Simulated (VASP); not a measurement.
Set up this calculation in VASP 6.6.1, as the native input.

```
Task                   : single point
Functional             : r2SCAN
Potentials or basis    : VASP PAW PBE potentials, release 64 (Ca_sv, Se)
Cutoff                 : 520 eV
k mesh                 : 6 × 6 × 6
Occupations            : gaussian, width 0.01 eV
Spin                   : no spin polarisation
Dipole correction      : no
Further INCAR settings : ALGO = Normal; EDIFF = 1e-06; NBANDS = 15
```

CaSe:

```
CELL_PARAMETERS angstrom
0.00000 3.27956 3.26316
3.27956 0.00000 3.26316
3.27956 3.27956 0.00000
ATOMIC_POSITIONS crystal
Ca 0.00000 0.00000 0.00000
Se 0.25000 0.25000 0.25000
```

This cell differs from its parent crystal: uniaxial z strain -0.5%.

One way to write it, as run:

POSCAR

```
CaSe
1.0
    0.0000000000      3.2795613712      3.2631635643
    3.2795613712      0.0000000000      3.2631635643
    3.2795613712      3.2795613712      0.0000000000
Ca Se
1 1
Direct
    0.0000000000      0.0000000000      0.0000000000
    0.2500000000      0.2500000000      0.2500000000
```

INCAR.step1

```
SYSTEM = CaSe
  PREC = Accurate
  ENCUT = 520
  ISMEAR = 0
  SIGMA = 0.01
  LREAL = .FALSE.
  LASPH = .TRUE.
  NELM = 60
  NBANDS = 15
  GGA = PE
  ALGO = Normal
  EDIFF = 1E-4
  LWAVE = .TRUE.
  LCHARG = .FALSE.
```

INCAR.step2

```
SYSTEM = CaSe
  PREC = Accurate
  ENCUT = 520
  EDIFF = 1E-6
  ISMEAR = 0
  SIGMA = 0.01
  LREAL = .FALSE.
  LASPH = .TRUE.
  NELM = 60
  ALGO = Normal
  ISIF = 2
  LWAVE = .FALSE.
  LCHARG = .TRUE.
  METAGGA = R2SCAN
  LMIXTAU = .TRUE.
  LELF = .TRUE.
  LVHAR = .TRUE.
  NBANDS = 15
  ISTART = 1
```

KPOINTS

```
Automatic mesh
0
G
  6 6 6
  0 0 0
```

Potentials or basis: VASP PAW PBE potentials, release 64 (Ca_sv, Se).

The run is started by

```console
$ cat potpaw_PBE.64/Ca_sv/POTCAR potpaw_PBE.64/Se/POTCAR > POTCAR
$ cp INCAR.step1 INCAR
$ mpirun -np 1 vasp_std > vasp.out
$ cp INCAR.step2 INCAR
$ mpirun -np 1 vasp_std > vasp.out
```

Results of the run:

```yaml
Pressure: 0.4 GPa
Band_gap_on_the_k_mesh: 3.70 eV (least direct gap 3.79 eV)
```

Caveat: the cell differs from its parent crystal (uniaxial z strain -0.5%); the structure was generated, so it needn't be the stable form of CaSe; the PAW data sets were made with another functional, which shifts forces and pressure a little.

Run time: 4 min on 1 thread of Intel Xeon 8259CL, with other jobs on the host, peak memory 0.23 GiB.
